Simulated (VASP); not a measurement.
# SnSe (Fm-3m) in VASP: notebook, part 3 of 3

VASP 6.6.1. The steps go on from the part before.

**5. Single point, BLYP+D3(BJ)**

INCAR reads:

```
PREC = Accurate
ENCUT = 520
EDIFF = 1E-6
ISMEAR = -1
SIGMA = 0.05
LREAL = False
LASPH = True
NELM = 80
ALGO = Normal
ISIF = 2
LWAVE = False
LCHARG = False
GGA = B5
ALDAX = 1.0
AGGAX = 1.0
AGGAC = 1.0
ALDAC = 0.0
IVDW = 12
VDW_S6 = 1.0
VDW_S8 = 2.6996
VDW_A1 = 0.4298
VDW_A2 = 4.2359
NBANDS = 17
```

KPOINTS reads:

```
Automatic mesh
0
Gamma
  8 8 8
```

POSCAR reads:

```
SnSe
1.0
    0.0000000000      3.0100000000      3.0100000000
    3.0100000000      0.0000000000      3.0100000000
    3.0100000000      3.0100000000      0.0000000000
Sn Se
1 1
Direct
    0.0000000000      0.0000000000      0.0000000000
    0.5000000000      0.5000000000      0.5000000000
```

Potentials or basis: VASP PAW PBE potentials, release 64 (Sn_d, Se).

The run is started by

```
> cat potpaw_PBE.64/Sn_d/POTCAR potpaw_PBE.64/Se/POTCAR > POTCAR
> mpirun -np 1 vasp_std > vasp.out
```

OUTCAR:

```text
PREC = Accurate
   ENCUT = 520
   EDIFF = 1E-6
   ISMEAR = -1
   LREAL = False
   LASPH = True
   NELM = 80
   ISIF = 2
   GGA = B5
   IVDW = 12
 IVDW          = 12

 ion  position               nearest neighbor table
   1  0.000  0.000  0.000-   2 3.01   2 3.01   2 3.01   2 3.01   2 3.01   2 3.01
   2  0.500  0.500  0.500-   1 3.01   1 3.01   1 3.01   1 3.01   1 3.01   1 3.01

  LATTYP: Found a face centered cubic cell.
 ALAT       =     6.0200000000

  Lattice vectors:

 A1 = (   0.0000000000,   3.0100000000,   3.0100000000)
 A2 = (   3.0100000000,   0.0000000000,   3.0100000000)
 A3 = (   3.0100000000,   3.0100000000,   0.0000000000)

Analysis of symmetry for initial positions (statically):
=====================================================================
 Subroutine PRICEL returns:
 Original cell was already a primitive cell.

 Routine SETGRP: Setting up the symmetry group for a
 face centered cubic supercell.

 Subroutine GETGRP returns: Found 48 space group operations
[... 9 lines left out ...]

 Routine SETGRP: Setting up the symmetry group for a
 face centered cubic supercell.

 Subroutine GETGRP returns: Found 48 space group operations
[... 11 lines left out ...]
                                     Primitive cell

  volume of cell :      54.5418

  direct lattice vectors                    reciprocal lattice vectors
     0.000000000  3.010000000  3.010000000    -0.166112957  0.166112957  0.166112957
     3.010000000  0.000000000  3.010000000     0.166112957 -0.166112957  0.166112957
     3.010000000  3.010000000  0.000000000     0.166112957  0.166112957 -0.166112957

  length of vectors
     4.256782823  4.256782823  4.256782823     0.287716081  0.287716081  0.287716081

  position of ions in fractional coordinates (direct lattice)
     0.000000000  0.000000000  0.000000000
     0.500000000  0.500000000  0.500000000

  ion indices of the primitive-cell ions
   primitive index   ion index
                 1           1
                 2           2

----------------------------------------------------------------------------------------

 KPOINTS: Automatic mesh

Automatic generation of k-mesh.
 Grid dimensions read from file:
 generate k-points for:    8    8    8

 Generating k-lattice:

  Cartesian coordinates                     Fractional coordinates (reciprocal lattice)
    -0.020764120  0.020764120  0.020764120     0.125000000  0.000000000  0.000000000
     0.020764120 -0.020764120  0.020764120     0.000000000  0.125000000  0.000000000
     0.020764120  0.020764120 -0.020764120     0.000000000  0.000000000  0.125000000

  Length of vectors
     0.035964510  0.035964510  0.035964510

  Shift w.r.t. Gamma in fractional coordinates (k-lattice)
     0.000000000  0.000000000  0.000000000

 Subroutine IBZKPT returns following result:
 ===========================================

 Found     29 irreducible k-points:

 Following reciprocal coordinates:
            Coordinates               Weight
  0.000000  0.000000  0.000000      1.000000
  0.125000  0.000000  0.000000      8.000000
  0.250000  0.000000  0.000000      8.000000
  0.375000  0.000000  0.000000      8.000000
  0.500000  0.000000  0.000000      4.000000
  0.125000  0.125000  0.000000      6.000000
[... 16 lines left out ...]
  0.500000  0.250000  0.125000     48.000000
 -0.375000  0.250000  0.125000     24.000000
 [... further k-points ...]
   k-points           NKPTS =     29   k-points in BZ     NKDIM =     29   number of bands    NBANDS=     17
   number of dos      NEDOS =    301   number of ions     NIONS =      2
   total plane-waves  NPLWV =  32768
   dimension x,y,z NGX =    32 NGY =   32 NGZ =   32
   dimension x,y,z NGXF=    64 NGYF=   64 NGZF=   64
   ions per type =               1   1
   NGX,Y,Z   is equivalent  to a cutoff of  12.50, 12.50, 12.50 a.u.
   NGXF,Y,Z  is equivalent  to a cutoff of  24.99, 24.99, 24.99 a.u.
 SYSTEM =  unknown system
   PREC   = accura    normal or accurate (medium, high low for compatibility)
   ISTART =      0    job   : 0-new  1-cont  2-samecut
   ICHARG =      2    charge: 1-file 2-atom 10-const
   ISPIN  =      1    spin polarized calculation?
   LNONCOLLINEAR =      F non collinear calculations
   LSORBIT =      F    spin-orbit coupling
   LASPH  =      T    aspherical Exc in radial PAW
   ENCUT  =  520.0 eV  38.22 Ry    6.18 a.u.   7.91  7.91  7.91*2*pi/ulx,y,z
   NELM   =     80;   NELMIN=  2; NELMDL= -5     # of ELM steps
   EDIFF  = 0.1E-05   stopping-criterion for ELM
   LREAL  =      F    real-space projection
   EDIFFG = 0.1E-04   stopping-criterion for IOM
   NSW    =      0    number of steps for IOM
   IBRION =     -1    ionic relax: 0-MD 1-quasi-New 2-CG
   NFREE  =      0    steps in history (QN), initial steepest desc. (CG)
   ISIF   =      2    stress and relaxation
   ISYM   =      2    0-nonsym 1-usesym 2-fastsym
   POTIM  = 0.5000    time-step for ionic-motion
   TEBEG  =    0.0;   TEEND  =   0.0 temperature during run
   PSTRESS=    0.0 pullay stress
   NELECT =      20.0000    total number of electrons
   NUPDOWN=      -1.0000    fix difference up-down
   EMIN   =  10.00;   EMAX   =-10.00  energy-range for DOS
   EFERMI =   0.00;   METHOD = LEGACY
   ISMEAR =    -1;   SIGMA  =   0.05  broadening in eV -4-tet -1-fermi 0-gaus
   EFERMI_NEDOS =   21; number of points for ismear=-14 and -15
   IALGO  =     38    algorithm
   IMIX   =      4    mixing-type and parameters
     AMIX     =   0.40;   BMIX     =  1.00
     AMIX_MAG =   1.60;   BMIX_MAG =  1.00
  volume/ion in A,a.u.               =      27.27       184.03
  Fermi-wavevector in a.u.,A,eV,Ry     =   1.171768  2.214321 18.681350  1.373040
  Thomas-Fermi vector in A             =   2.308207
   LORBIT       =      0    0 simple, 1 ext, 2 COOP (PROOUT), +10 PAW based schemes
   GGA     = B5    functional components
   LHFCALC =     F    Hartree Fock is set to
   AEXX    =    0.0000 exact exchange contribution
   IVDW    =    12    specifies the selected vdW correction
   LEPSILON=     F    determine dielectric tensor
   LRPA    =     F    only Hartree local field effects (RPA)
 non-spin polarized calculation
  energy-cutoff  :      520.00
  volume of cell :       54.54
 maximum number of plane-waves:      1480
   NGX = 15   NGY = 15   NGZ = 15

 number of electron      20.0000005 magnetization

 Free energy of the ion-electron system (eV)
  ---------------------------------------------------
  ext. energy  EPLUGINS =         0.00000000
  ---------------------------------------------------
  free energy    TOTEN  =        -6.98977362 eV

  energy without entropy =       -6.98961906  energy(sigma->0) =       -6.98969634

 E-fermi :   6.3284     XC(G=0):  -8.9854

 val. band max:        6.1317800628   @ k =   0.5000   0.0000   0.0000
 cond. band min:       6.5278535959   @ k =   0.5000   0.0000   0.0000
 fundamental gap:      0.3960735331
 Fermi energy:         6.3283604011

 k-point     1 :       0.0000    0.0000    0.0000
  band No.  band energies     occupation
      1     -15.5965      2.00000
      2     -15.5965      2.00000
      3     -15.5944      2.00000
      4     -15.5944      2.00000
      5     -15.5944      2.00000
      6      -7.8405      2.00000
[... 9 lines left out ...]
     16      12.1198      0.00000
     17      14.3537      0.00000

 k-point     2 :       0.1250    0.0000    0.0000
  band No.  band energies     occupation
      1     -15.5974      2.00000
      2     -15.5974      2.00000
      3     -15.5940      2.00000
      4     -15.5928      2.00000
      5     -15.5928      2.00000
      6      -7.7329      2.00000
[... 9 lines left out ...]
     16      12.4770      0.00000
     17      15.3359      0.00000

 k-point     3 :       0.2500    0.0000    0.0000
  band No.  band energies     occupation
      1     -15.6001      2.00000
      2     -15.6001      2.00000
      3     -15.5932      2.00000
      4     -15.5884      2.00000
      5     -15.5884      2.00000
      6      -7.4432      2.00000
[... 392 lines left out ...]
 k-point    23 :       0.5000    0.2500    0.1250
  band No.  band energies     occupation
      1     -15.6088      2.00000
      2     -15.5985      2.00000
      3     -15.5922      2.00000
      4     -15.5846      2.00000
      5     -15.5822      2.00000
      6      -6.9189      2.00000
[... 9 lines left out ...]
     16      15.9056      0.00000
     17      17.2654      0.00000

 k-point    24 :      -0.3750    0.2500    0.1250
  band No.  band energies     occupation
      1     -15.6097      2.00000
      2     -15.5996      2.00000
      3     -15.5896      2.00000
      4     -15.5859      2.00000
      5     -15.5808      2.00000
      6      -6.7806      2.00000
[... 9 lines left out ...]
     16      17.0508      0.00000
     17      17.0679      0.00000

 [... further k-points ...]

------------------------ aborting loop because EDIFF is reached ----------------------------------------

 Edisp (eV)   -1.63556

 E8    (eV) :    -1.2210

  FORCE on cell =-STRESS in cart. coord.  units (eV):
  Direction    XX          YY          ZZ          XY          YZ          ZX
  --------------------------------------------------------------------------------------
  -------------------------------------------------------------------------------------
  Total      -0.01335    -0.01335    -0.01335     0.00000     0.00000    -0.00000
  in kB      -0.39207    -0.39207    -0.39207     0.00000     0.00000    -0.00000
  external pressure =       -0.39 kB  Pullay stress =        0.00 kB

 VOLUME and BASIS-vectors are now :
 -----------------------------------------------------------------------------
  energy-cutoff  :      520.00
  volume of cell :       54.54
      direct lattice vectors                 reciprocal lattice vectors
     0.000000000  3.010000000  3.010000000    -0.166112957  0.166112957  0.166112957
     3.010000000  0.000000000  3.010000000     0.166112957 -0.166112957  0.166112957
     3.010000000  3.010000000  0.000000000     0.166112957  0.166112957 -0.166112957

 POSITION                                       TOTAL-FORCE (eV/Angst)
 -----------------------------------------------------------------------------------
      0.00000      0.00000      0.00000         0.000000      0.000000     -0.000000
      3.01000      3.01000      3.01000        -0.000000      0.000000      0.000000
 -----------------------------------------------------------------------------------
    total drift:                                0.000000     -0.000000     -0.000000

  FREE ENERGIE OF THE ION-ELECTRON SYSTEM (eV)
  ---------------------------------------------------
  free  energy   TOTEN  =        -8.6253289368 eV

  energy  without entropy=       -8.6251743834  energy(sigma->0) =       -8.62525166
```

OSZICAR:

```text
N       E                     dE             d eps       ncg     rms          rms(c)
DAV:   1     0.133843686578E+03    0.13384E+03   -0.99323E+03  1003   0.144E+03
DAV:   2     0.555673393965E+01   -0.12829E+03   -0.12440E+03  1026   0.341E+02
DAV:   3    -0.694363291615E+01   -0.12500E+02   -0.12413E+02  1221   0.939E+01
DAV:   4    -0.725065203038E+01   -0.30702E+00   -0.30678E+00  1181   0.156E+01
DAV:   5    -0.725934635755E+01   -0.86943E-02   -0.86940E-02  1433   0.259E+00    0.309E+00
DAV:   6    -0.698378685184E+01    0.27556E+00   -0.73403E-01  1379   0.505E+00    0.177E+00
DAV:   7    -0.698643204466E+01   -0.26452E-02   -0.11339E-01  1111   0.149E+00    0.984E-01
DAV:   8    -0.699009421719E+01   -0.36622E-02   -0.11326E-02  1193   0.941E-01    0.142E-01
DAV:   9    -0.698968149249E+01    0.41272E-03   -0.21478E-03  1378   0.358E-01    0.605E-02
DAV:  10    -0.698976811704E+01   -0.86625E-04   -0.23395E-04  1139   0.953E-02    0.137E-02
DAV:  11    -0.698977321151E+01   -0.50945E-05   -0.16001E-05  1349   0.347E-02    0.312E-03
DAV:  12    -0.698977361612E+01   -0.40461E-06   -0.12821E-06   971   0.125E-02
   1 F= -.86253289E+01 E0= -.86252517E+01  d E =-.154553E-03
```

Wall time 25 s (1 thread of Intel Xeon Platinum 8488C (Sapphire Rapids), shared host); peak memory 0.19 GiB.

Results:

| Item | Value |
| --- | --- |
| Free energy | -8.6253 eV |
| Pressure | 0.0 GPa |
| Band gap on the k mesh | 0.40 eV, direct |
| Dispersion energy per atom | -0.818 eV |

Caveat: the PAW data sets were made with another functional, which shifts forces and pressure a little; spin-orbit coupling is left out, which moves the levels of the heavy elements.

**6. Summary**

| task | level | potentials or basis | cell | cutoff (eV) | smearing | gap on the mesh (eV) | pressure (GPa) |
| --- | --- | --- | --- | --- | --- | --- | --- |
| single point | PBE | VASP PAW PBE potentials, release 64 (Sn_d, Se) | as given | 520 | gaussian 0.024 eV | 0.58 | 0.9 |
| single point | RPBE | VASP PAW PBE potentials, release 64 (Sn_d, Se) | as given | 520 | fermi-dirac 0.05 eV | 0.54 | 2.6 |
| relaxation of cell and atoms | LDA | VASP PAW LDA potentials, release 64 (Sn_d, Se) | relaxed | 600 | fermi-dirac 0.05 eV | 0.77 | 0.0 |
| single point | BLYP+D3(BJ) | VASP PAW PBE potentials, release 64 (Sn_d, Se) | as given | 520 | fermi-dirac 0.05 eV | 0.40 | 0.0 |

Alike in all rows: no spin polarisation; k mesh 8 × 8 × 8.

Caveats: spin-orbit coupling is left out, which moves the levels of the heavy elements; the PAW data sets were made with another functional, which shifts forces and pressure a little (some runs).

Total energies depend on the potentials used, so only differences within one code and one set of settings carry meaning.
